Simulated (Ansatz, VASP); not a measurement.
## One calculation of CaB6, two programs

INCAR

```
SYSTEM = CaB6
  ALGO = Normal
  EDIFF = 1E-7
  ENCUT = 520
  GGA = PE
  ISIF = 2
  ISMEAR = -1
  LASPH = .TRUE.
  LCHARG = .FALSE.
  LREAL = .FALSE.
  LWAVE = .FALSE.
  NBANDS = 23
  NELM = 60
  PREC = Accurate
  SIGMA = 0.02
```

Contents of KPOINTS:

```
k-points
0
G
  6 6 6
  0 0 0
```

File POSCAR:

```
CaB6
1.0
    4.1360723249      0.0000000000      0.0000000000
    0.0000000000      4.1360723249      0.0000000000
    0.0000000000      0.0000000000      4.1360723249
Ca B
1 6
Direct
    0.5000000000      0.5000000000      0.5000000000
    0.0000000000      0.0000000000      0.2982067262
    0.0000000000      0.0000000000      0.7017932738
    0.2982067262      0.0000000000      0.0000000000
    0.7017932738      0.0000000000      0.0000000000
    0.0000000000      0.2982067262      0.0000000000
    0.0000000000      0.7017932738      0.0000000000
```

Input for Ansatz:

```yaml
crystal:
  lattice:
    - [4.1360723249, 0.0, 0.0]
    - [0.0, 4.1360723249, 0.0]
    - [0.0, 0.0, 4.1360723249]
  atoms:
    - { symbol: Ca, position: [0.5, 0.5, 0.5] }
    - { symbol: B, position: [0.0, 0.0, 0.2982067262] }
    - { symbol: B, position: [0.0, 0.0, 0.7017932738] }
    - { symbol: B, position: [0.2982067262, 0.0, 0.0] }
    - { symbol: B, position: [0.7017932738, 0.0, 0.0] }
    - { symbol: B, position: [0.0, 0.2982067262, 0.0] }
    - { symbol: B, position: [0.0, 0.7017932738, 0.0] }
kpoints:
  mp_grid: { grid: [6, 6, 6] }
  band_path:
    path:
      - [0.0, 0.0, 0.0]
      - [0.0, 0.5, 0.0]
      - [0.5, 0.5, 0.0]
      - [0.5, 0.5, 0.5]
      - [0.0, 0.4, 0.0]
      - [0.05, 0.5, 0.0]
    npoints: 1
hamiltonian:
  xc: pbe
scf:
  occupations: { method: fermi_dirac, width: 0.02 }
  n_extra_bands: 5
output:
  forces: true
  stress: true
  eigenvalues: true
```

Alike in both runs: task single point; functional PBE; k mesh 6 × 6 × 6; occupations fermi-dirac, width 0.02 eV; no spin polarisation.

```csv
,VASP,Ansatz
version,VASP 6.6.1,Ansatz 0.2.0
potentials or method,"VASP PAW PBE potentials, release 64 (Ca_sv, B)","plane waves, PAW"
plane-wave cutoff (eV),520,420
valence electrons in the cell,28,28
```

```csv
,VASP,Ansatz,Ansatz less VASP
pressure (GPa),1.4,1.3,-0.12
rms of the force components (eV/Å),0.050,0.041,-0.0093
```

Atom by atom the forces differ by 0.009 eV/Å (rms over components). The functional is the same, so the differences come from potentials, cutoffs and numerics.
